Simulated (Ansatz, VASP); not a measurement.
# One calculation of Pb, two programs

```xyz
1
Lattice="0.0000 2.5686 2.3710 2.5686 0.0000 2.3710 2.5686 2.5686 0.0000" Properties=species:S:1:pos:R:3 pbc="T T T"
Pb    0.0000    0.0000    0.0000
```

Change from the starting cell: strain +0.040 along x and y, -0.040 along z, atoms carried along.

Alike in both runs: task single point; functional PBE; k mesh 16 × 16 × 16; occupations gaussian, width 0.15 eV; no spin polarisation.

```csv
,VASP,Ansatz
version,VASP 6.6.1,Ansatz 0.2.0
potentials or method,"VASP PAW PBE potentials, release 64 (Pb_d), cutoff 520 eV","scalar-relativistic, plane waves, PAW"
valence electrons in the cell,14,14
```

|  | VASP | Ansatz | Ansatz less VASP |
| --- | --- | --- | --- |
| gap on the k mesh at the Fermi level (eV) | none | none | - |
| pressure (GPa) | 0.9 | 0.9 | +0.01 |
| traceless stress, the component that is largest in VASP (GPa) | 0.72 | 0.72 | +0.001 |

A gap of «none» marks a metal or a gap that the smearing closes.

Spin-orbit coupling is off throughout.
